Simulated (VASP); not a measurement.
# Si (a cell with a defect) in VASP: a series of runs, part 2 of 2

VASP 6.6.1.

### Step 3. Single point, PBE

Input file INCAR:

```
ALGO = Normal
EDIFF = 1E-6
ENCUT = 520
GGA = PE
ISIF = 2
ISMEAR = 0
LASPH = True
LCHARG = False
LREAL = Auto
LWAVE = False
NBANDS = 163
NELECT = 250.0
NELM = 60
PREC = Accurate
SIGMA = 0.05
```

Input file KPOINTS:

```
k-points
0
Gamma
  1 1 1
```

Input file POSCAR:

```
Si
1.0
   10.8600000000      0.0000000000      0.0000000000
    0.0000000000     10.8600000000      0.0000000000
    0.0000000000      0.0000000000     10.8600000000
Si
63
Direct
    0.4993623389     -0.0019983425      0.0004617864
    0.6245170350      0.1269991713      0.1260628913
    0.7496286372      0.2504126151     -0.0001261510
    0.8731085635      0.3755067219      0.1260314917
    0.7481000000      0.0065068140      0.2565721915
    0.7775415285      0.2223077348      0.4714970534
   -0.0018943831      0.0019538674      0.0021390424
    0.1197627072      0.1260469613      0.1303461326
    0.2487763352      0.2514698895      0.0010963168
    0.3749565378      0.3763670350      0.1246640884
    0.5003854512      0.4996986188     -0.0019197974
    0.6237683241      0.6250813076      0.1246697974
    0.7486431860      0.7513655617      0.0011982505
    0.8739696133      0.8805069061      0.1305065378
    0.2481626151      0.0018962247      0.2517554328
    0.3746991713      0.1256220074      0.3754825046
    0.4992258748      0.2506642726      0.2500801105
    0.6351562615      0.3649097606      0.3730624309
    0.7494608656      0.5007976059      0.2500824125
    0.8744567219      0.6253976980      0.3754654696
    0.4992812155      0.0003883057      0.5006243094
    0.6352979742      0.1234974217      0.6146338858
    0.8764490792      0.3646900552      0.6145558932
    0.7495689687      0.0004244015      0.7504933702
    0.8744886740      0.1255724678      0.8753738490
    0.0020749540      0.5007359116      0.0004633517
    0.1236744015      0.6274094843      0.1262599448
    0.2495363720      0.7505263352      0.0004520258
    0.3727136280      0.8763576427      0.1262361878
   -0.0060888582      0.2520311234      0.2562751381
    0.1239633517      0.3756259669      0.3771229282
    0.2494413444      0.5008558932      0.2480679558
    0.3767441068      0.6233632597      0.3759633517
    0.4992745856      0.7506086556      0.2480420810
    0.6244410681      0.8761383057      0.3771049724
   -0.0049120626      0.0050324125      0.5022744936
    0.1240786372      0.1270871087      0.6254387661
    0.2502674033      0.2504809392      0.5003360958
    0.3774170350      0.3742898711      0.6242205341
    0.5062290055      0.4938704420      0.4989207182
    0.6257623389      0.6227152855      0.6242358195
    0.7495799263      0.7498277164      0.5003186004
    0.8730416206      0.8759883978      0.6253995396
    0.2494684162     -0.0018891344      0.7508923573
    0.3766275322      0.1259496317      0.8735374770
    0.5061424494      0.2490439227      0.7439800184
    0.6257397790      0.3743302026      0.8728220994
    0.7509950276      0.4939874770      0.7440082873
    0.8741579190      0.6235072744      0.8735651934
   -0.0018502762      0.7519970534      0.2517701657
    0.1203717311      0.8797384899      0.3757819521
   -0.0003878453      0.5007323204      0.5005973297
    0.1252253223      0.6248997238      0.6263281768
    0.2491541436      0.7508852670      0.5015556169
    0.3750958564      0.8748220994      0.6263570902
   -0.0004216390      0.2505303867      0.7504848987
    0.1252092081      0.3762021179      0.8747270718
    0.2519753223      0.4995448435      0.7495046961
    0.3746348987      0.6254255985      0.8753003683
    0.5004995396      0.7481238490      0.7495443831
    0.6239051565      0.8748437385      0.8747680479
    0.0019959484      0.7505807551      0.7508639042
    0.1236203499      0.8764383057      0.8775020258
```

Potentials or basis: VASP PAW PBE potentials, release 64 (Si).

Command:

```console
> cat potpaw_PBE.64/Si/POTCAR > POTCAR
> mpirun -np 1 vasp_gam > vasp.out
```

It took 3.6 min on 1 thread of Intel Xeon 6975P-C (Granite Rapids), shared host; peak memory 0.99 GiB.

Results (log left out):

| Item | Value |
| --- | --- |
| Free energy | -344.2888 eV |
| Largest force | 0.450 eV/Å |

Forces in eV/Å, atoms in the order of the input:
```
Si   0.011  0.001 -0.001
Si   0.003  0.009 -0.005
Si  -0.001  0.002 -0.009
Si  -0.010 -0.002 -0.005
Si   0.008 -0.077 -0.079
Si  -0.253  0.256  0.270
Si   0.008 -0.008 -0.015
Si   0.043 -0.025 -0.045
Si   0.013  0.006 -0.011
Si   0.003 -0.011 -0.004
Si   0.000  0.000  0.010
Si   0.010 -0.004 -0.004
Si  -0.004 -0.013 -0.011
Si   0.025 -0.045 -0.045
Si   0.019 -0.010 -0.009
Si   0.002 -0.001 -0.001
Si  -0.002 -0.002 -0.001
Si  -0.055  0.054 -0.012
Si   0.004  0.003 -0.001
Si   0.000 -0.003  0.000
Si  -0.003 -0.003  0.000
Si  -0.053 -0.011  0.051
Si   0.011  0.055  0.053
Si   0.000 -0.002  0.004
Si  -0.001  0.000 -0.003
Si   0.000 -0.011 -0.001
Si   0.008 -0.015 -0.007
Si  -0.001  0.002  0.001
Si   0.015 -0.008 -0.007
Si   0.075 -0.008 -0.077
Si   0.005 -0.001  0.007
Si   0.003 -0.011 -0.002
Si  -0.002  0.000 -0.003
Si   0.012 -0.001 -0.002
Si   0.002 -0.005  0.007
Si   0.065 -0.065 -0.009
Si   0.011  0.006  0.003
Si   0.008  0.002  0.002
Si  -0.005 -0.003  0.000
Si  -0.025  0.025  0.012
Si   0.002  0.004  0.001
Si  -0.001 -0.008  0.003
Si  -0.008 -0.011  0.004
Si   0.004 -0.002 -0.012
Si  -0.001  0.003 -0.003
Si  -0.021  0.010  0.022
Si   0.000  0.000  0.002
Si  -0.006  0.018  0.019
Si  -0.006  0.000 -0.003
Si   0.010 -0.018 -0.009
Si   0.042 -0.043 -0.026
Si   0.002  0.003  0.001
Si   0.003 -0.002 -0.012
Si   0.011 -0.010  0.006
Si   0.003 -0.003 -0.011
Si   0.002  0.002  0.003
Si   0.003 -0.011 -0.003
Si  -0.007  0.000  0.001
Si   0.004 -0.005 -0.005
Si   0.000  0.008  0.000
Si   0.010 -0.003 -0.003
Si   0.003 -0.004 -0.012
Si   0.008 -0.008 -0.015
```

Levels at points of the mesh, in eV from the Fermi level:
| k point | band 123 | band 124 | band 125 | band 126 | band 127 | band 128 |
| --- | --- | --- | --- | --- | --- | --- |
| (0.00, 0.00, 0.00) | -0.31 | -0.30 | -0.25 | 0.55 | 0.55 | 0.60 |

Caveat: the k points lie up to 0.58 Å⁻¹ apart; the cell carries a net charge on a neutralising background, which shifts energy and pressure; the cell is charged against a uniform background, so pressure and absolute levels hang on convention.

### Step 4. Single point, PBE

Input file INCAR:

```
PREC = Accurate
ENCUT = 520
EDIFF = 1E-6
ISMEAR = 0
SIGMA = 0.05
LREAL = Auto
LASPH = T
NELM = 100
ALGO = Normal
ISIF = 2
LWAVE = F
LCHARG = F
GGA = PE
NBANDS = 163
NELECT = 250.0
```

Input file KPOINTS:

```
regular mesh
0
Gamma
  1 1 1
```

Input file POSCAR:

```
Si
1.0
   10.8600000000      0.0000000000      0.0000000000
    0.0000000000     10.8600000000      0.0000000000
    0.0000000000      0.0000000000     10.8600000000
Si
63
Direct
    0.4998660221     -0.0009416206      0.0003984346
    0.6253355433      0.1250085635      0.1251093002
    0.7503104972      0.2500059853     -0.0000320442
    0.8753056169      0.3749774401      0.1251146409
    0.7489665746      0.0123662063      0.2621853591
    0.8352343462      0.1650654696      0.4149293738
   -0.0008376611      0.0011539595      0.0023422652
    0.1182143646      0.1264037753      0.1319185083
    0.2482783610      0.2497090239      0.0018525783
    0.3753450276      0.3772680479      0.1246103131
    0.5011021179      0.4992133517     -0.0020241252
    0.6230454880      0.6249744936      0.1246097606
    0.7506081952      0.7520430018      0.0018555249
    0.8739158379      0.8821014733      0.1319199816
    0.2477920810      0.0011537753      0.2509687845
    0.3747155617      0.1251767035      0.3749984346
    0.5008727440      0.2486846225      0.2497814917
    0.6325964088      0.3677199816      0.3734767035
    0.7516290976      0.4994460405      0.2497805709
    0.8751371087      0.6256022099      0.3749979742
    0.5008760589     -0.0000363720      0.4985065378
    0.6326699816      0.1236890424      0.6174621547
    0.8766387661      0.3676755985      0.6174913444
    0.7516270718     -0.0000358195      0.7492543278
    0.8751366483      0.1251770718      0.8754151013
    0.0012558011      0.5004464088      0.0004010129
    0.1243914365      0.6272430939      0.1257395948
    0.2501764273      0.7501410681     -0.0000437385
    0.3730714549      0.8759241252      0.1257419890
   -0.0120509208      0.2513488029      0.2621898711
    0.1250248619      0.3749858195      0.3748255064
    0.2497371087      0.5004530387      0.2488734807
    0.3761121547      0.6242023020      0.3740523020
    0.4998615101      0.7505793738      0.2488767956
    0.6253293738      0.8752919890      0.3748237569
   -0.0120434622      0.0123571823      0.5011720994
    0.1250279006      0.1250055249      0.6248034070
    0.2501619705      0.2500058932      0.4998222836
    0.3768246777      0.3737572744      0.6235832413
    0.5056603131      0.4946539595      0.4992782689
    0.6265567219      0.6234940147      0.6235790976
    0.7503114180      0.7501581031      0.4998223757
    0.8753132597      0.8752857274      0.6248093923
    0.2497405157     -0.0009388582      0.7502720074
    0.3761302026      0.1242349908      0.8740092081
    0.5056879374      0.2494520258      0.7444491713
    0.6265553407      0.3737632597      0.8733049724
    0.7508630755      0.4946416206      0.7444564457
    0.8760826888      0.6241919890      0.8740170350
   -0.0008351750      0.7525222836      0.2509698895
    0.1182164825      0.8821005525      0.3762167587
    0.0003516575      0.4994423573      0.4985046041
    0.1255195212      0.6249710866      0.6270872928
    0.2482738490      0.7520455801      0.4995264273
    0.3753484346      0.8747976059      0.6270892265
    0.0003525783      0.2486872007      0.7492573665
    0.1255195212      0.3772688766      0.8747868324
    0.2521553407      0.4992131676      0.7490315838
    0.3752132597      0.6251020258      0.8749196133
    0.5011039595      0.7481599448      0.7490331492
    0.6230479742      0.8747988029      0.8747856354
    0.0012597606      0.7505764273      0.7502775322
    0.1243941068      0.8759271639      0.8770638122
```

Command:

```console
> cat potpaw_PBE.64/Si/POTCAR > POTCAR
> mpirun -np 1 vasp_gam > vasp.out
```

It took 3.5 min on 1 thread of Intel Xeon 6975P-C (Granite Rapids), shared host; peak memory 0.99 GiB.

The run converged. Its results:

```
Free energy   : -344.1563 eV
Largest force : 0.607 eV/Å
```

Forces in eV/Å, atoms in the order of the input:
```
Si  -0.003  0.010  0.004
Si  -0.005 -0.006 -0.002
Si   0.005  0.001  0.005
Si   0.004  0.003 -0.002
Si  -0.006  0.029  0.028
Si   0.351 -0.350 -0.350
Si   0.000  0.000  0.010
Si  -0.017  0.007  0.017
Si  -0.007 -0.012  0.007
Si  -0.004  0.011  0.006
Si  -0.002  0.002  0.005
Si  -0.011  0.004  0.006
Si   0.013  0.009  0.009
Si  -0.008  0.017  0.017
Si  -0.009  0.001  0.000
Si  -0.005 -0.003 -0.002
Si  -0.006 -0.009 -0.006
Si  -0.037  0.037  0.007
Si   0.007  0.006 -0.005
Si   0.001  0.005 -0.002
Si  -0.006 -0.005 -0.009
Si  -0.038  0.007  0.038
Si  -0.007  0.038  0.037
Si   0.008 -0.006  0.005
Si   0.000 -0.003  0.003
Si  -0.012  0.004  0.003
Si  -0.003  0.003  0.003
Si   0.005  0.004 -0.001
Si  -0.003  0.003  0.003
Si  -0.029  0.005  0.029
Si   0.000  0.002 -0.005
Si  -0.003  0.004  0.011
Si  -0.010  0.010 -0.008
Si  -0.003  0.003  0.011
Si  -0.005 -0.003 -0.005
Si  -0.028  0.029  0.006
Si   0.000 -0.006  0.004
Si  -0.002  0.001 -0.004
Si  -0.007  0.002  0.002
Si  -0.019  0.020  0.009
Si  -0.002  0.007  0.003
Si   0.003  0.008 -0.002
Si   0.003 -0.003  0.003
Si  -0.004  0.010  0.005
Si  -0.011 -0.008  0.011
Si  -0.019  0.008  0.020
Si  -0.002  0.003  0.006
Si  -0.008  0.020  0.020
Si   0.007  0.010  0.011
Si  -0.002  0.011  0.000
Si  -0.017  0.017  0.007
Si   0.006  0.005 -0.009
Si  -0.006  0.004  0.011
Si  -0.008  0.008 -0.012
Si  -0.003  0.007  0.011
Si   0.006 -0.009  0.005
Si  -0.006  0.011  0.004
Si  -0.005  0.003  0.003
Si  -0.004  0.002  0.003
Si  -0.003  0.005  0.002
Si  -0.011  0.006  0.004
Si  -0.012  0.003  0.003
Si  -0.003  0.003  0.003
```

Levels at points of the mesh, in eV from the Fermi level:
| k point | band 121 | band 122 | band 123 | band 124 | band 125 | band 126 | band 127 | band 128 | band 129 | band 130 |
| --- | --- | --- | --- | --- | --- | --- | --- | --- | --- | --- |
| (0.00, 0.00, 0.00) | -0.99 | -0.99 | -0.35 | -0.35 | -0.23 | 0.53 | 0.53 | 0.61 | 0.78 | 0.78 |

Caveat: the k points lie up to 0.58 Å⁻¹ apart; the cell carries a net charge on a neutralising background, which shifts energy and pressure; the cell is charged against a uniform background, so pressure and absolute levels hang on convention.

### Step 5. Single point, PBE

Input file INCAR:

```
SYSTEM = Si
  PREC = Accurate
  ENCUT = 520
  EDIFF = 1E-6
  ISMEAR = 0
  SIGMA = 0.05
  LREAL = Auto
  LASPH = .True.
  NELM = 60
  ALGO = Normal
  ISIF = 2
  LWAVE = .False.
  LCHARG = .False.
  GGA = PE
  NBANDS = 163
  NELECT = 250.0
```

Input file KPOINTS:

```
regular mesh
0
Gamma
  1 1 1
  0 0 0
```

Input file POSCAR:

```
Si
1.0
   10.8600000000      0.0000000000      0.0000000000
    0.0000000000     10.8600000000      0.0000000000
    0.0000000000      0.0000000000     10.8600000000
Si
63
Direct
    0.4995084715     -0.0018310313      0.0003733886
    0.6246716390      0.1267333333      0.1259017495
    0.7498886740      0.2502692449     -0.0002447514
    0.8734226519      0.3754860037      0.1259042357
    0.7484160221      0.0079123389      0.2578221915
    0.7902811234      0.2098776243      0.4597764273
   -0.0015348987      0.0016927256      0.0018886740
    0.1193030387      0.1260269797      0.1307633517
    0.2489070902      0.2511939227      0.0011578269
    0.3753000000      0.3763973297      0.1248921731
    0.5006529466      0.4995050645     -0.0019195212
    0.6237582873      0.6248615101      0.1248914365
    0.7489646409      0.7512541436      0.0011595764
    0.8741338858      0.8808546961      0.1307658379
    0.2481807551      0.0016926335      0.2515987109
    0.3748648250      0.1254436464      0.3753526703
    0.5000208103      0.2504178637      0.2503581031
    0.6371757827      0.3629822284      0.3739853591
    0.7497370166      0.5001393186      0.2503571823
    0.8747129834      0.6252929098      0.3753525783
    0.5000220994      0.0004510129      0.5003277164
    0.6371851750      0.1240810313      0.6128797422
    0.8760790976      0.3629756906      0.6128843462
    0.7497409761      0.0004526703      0.7500406077
    0.8747135359      0.1254431860      0.8752015654
    0.0019869245      0.5006477901      0.0003741252
    0.1239162983      0.6273000921      0.1261480663
    0.2498128913      0.7503459484      0.0002532228
    0.3728565378      0.8762418048      0.1261502762
   -0.0077513812      0.2517450276      0.2578212707
    0.1241660221      0.3754897790      0.3766424494
    0.2496948435      0.5006517495      0.2480773481
    0.3767704420      0.6233870166      0.3756472376
    0.4995057090      0.7504647330      0.2480799263
    0.6246702578      0.8759941068      0.3766417127
   -0.0077421731      0.0078994475      0.5016516575
    0.1241659300      0.1267315838      0.6253939227
    0.2503109576      0.2502694291      0.5001774401
    0.3772691529      0.3742755985      0.6241883978
    0.5068856354      0.4932709945      0.4989159300
    0.6258817680      0.6228894107      0.6241857274
    0.7498892265      0.7498489871      0.5001775322
    0.8734278085      0.8759912523      0.6253965009
    0.2496956722     -0.0018290055      0.7505611418
    0.3767755064      0.1257385820      0.8732946593
    0.5068931860      0.2490033149      0.7431766114
    0.6258809392      0.3742793738      0.8727967772
    0.7511552486      0.4932690608      0.7431771639
    0.8744203499      0.6233854512      0.8732970534
   -0.0015324125      0.7519746777      0.2515998158
    0.1193077348      0.8808507366      0.3759309392
   -0.0002935543      0.5001365562      0.5003277164
    0.1251723757      0.6248590239      0.6263075506
    0.2489075506      0.7512519337      0.5011034070
    0.3753015654      0.8749847145      0.6263089319
   -0.0002935543      0.2504157459      0.7500427256
    0.1251718232      0.3763973297      0.8747642726
    0.2519855433      0.4995046041      0.7494125230
    0.3748488029      0.6253082873      0.8752169429
    0.5006547882      0.7481703499      0.7494139963
    0.6237612339      0.8749870166      0.8747637201
    0.0019895028      0.7504637201      0.7505642726
    0.1239168508      0.8762446593      0.8772120626
```

Command:

```console
> cat potpaw_PBE.64/Si/POTCAR > POTCAR
> mpirun -np 1 vasp_gam > vasp.out
```

It took 3.4 min on 1 thread of Intel Xeon 6975P-C (Granite Rapids), shared host; peak memory 0.99 GiB.

The run converged. Its results:

```
Free energy   : -344.1507 eV
Largest force : 0.603 eV/Å
```

Forces on the atoms (eV/Å):
```
Si   0.006 -0.009 -0.004
Si  -0.006  0.011 -0.004
Si  -0.004  0.004 -0.010
Si  -0.011  0.006 -0.004
Si   0.004 -0.038 -0.038
Si  -0.348  0.348  0.348
Si   0.004 -0.004 -0.007
Si   0.019 -0.009 -0.019
Si   0.013  0.005 -0.013
Si   0.004 -0.008 -0.004
Si   0.002 -0.002  0.000
Si   0.008 -0.004 -0.004
Si  -0.005 -0.013 -0.013
Si   0.009 -0.019 -0.019
Si   0.007 -0.004 -0.003
Si   0.008 -0.004 -0.004
Si  -0.001  0.009  0.000
Si   0.029 -0.029 -0.009
Si  -0.009  0.001  0.000
Si   0.004 -0.008 -0.004
Si  -0.002  0.000  0.008
Si   0.029 -0.009 -0.029
Si   0.009 -0.029 -0.029
Si  -0.009  0.000  0.001
Si   0.004 -0.004 -0.007
Si   0.009 -0.006 -0.004
Si   0.002 -0.004 -0.002
Si   0.000  0.000  0.000
Si   0.004 -0.002 -0.002
Si   0.038 -0.004 -0.038
Si   0.004  0.006  0.011
Si   0.005 -0.006 -0.009
Si   0.010 -0.010  0.012
Si   0.006 -0.005 -0.009
Si  -0.006 -0.004  0.011
Si   0.038 -0.038 -0.005
Si   0.004  0.011  0.006
Si   0.011  0.004  0.004
Si   0.010 -0.001 -0.001
Si   0.015 -0.015 -0.009
Si   0.001 -0.010 -0.001
Si  -0.004 -0.011  0.004
Si  -0.011 -0.004  0.006
Si   0.004 -0.009 -0.006
Si   0.010  0.011 -0.010
Si   0.015 -0.009 -0.015
Si   0.002 -0.002 -0.010
Si   0.009 -0.015 -0.015
Si  -0.011 -0.010 -0.010
Si   0.004 -0.007 -0.003
Si   0.019 -0.019 -0.009
Si   0.000  0.002  0.008
Si   0.004 -0.003 -0.008
Si   0.012 -0.012  0.005
Si   0.003 -0.004 -0.008
Si   0.000  0.009  0.001
Si   0.004 -0.008 -0.003
Si   0.000 -0.002 -0.002
Si   0.003 -0.003 -0.003
Si   0.002  0.000 -0.002
Si   0.008 -0.004 -0.003
Si   0.009 -0.004 -0.006
Si   0.002 -0.002 -0.004
```

Levels at points of the mesh, in eV from the Fermi level:
```
           k point  band 123  band 124  band 125  band 126  band 127  band 128
(0.00, 0.00, 0.00)     -0.36     -0.36     -0.25      0.51      0.51      0.60
```

Caveat: the k points lie up to 0.58 Å⁻¹ apart; the cell carries a net charge on a neutralising background, which shifts energy and pressure; the cell is charged against a uniform background, so pressure and absolute levels hang on convention.
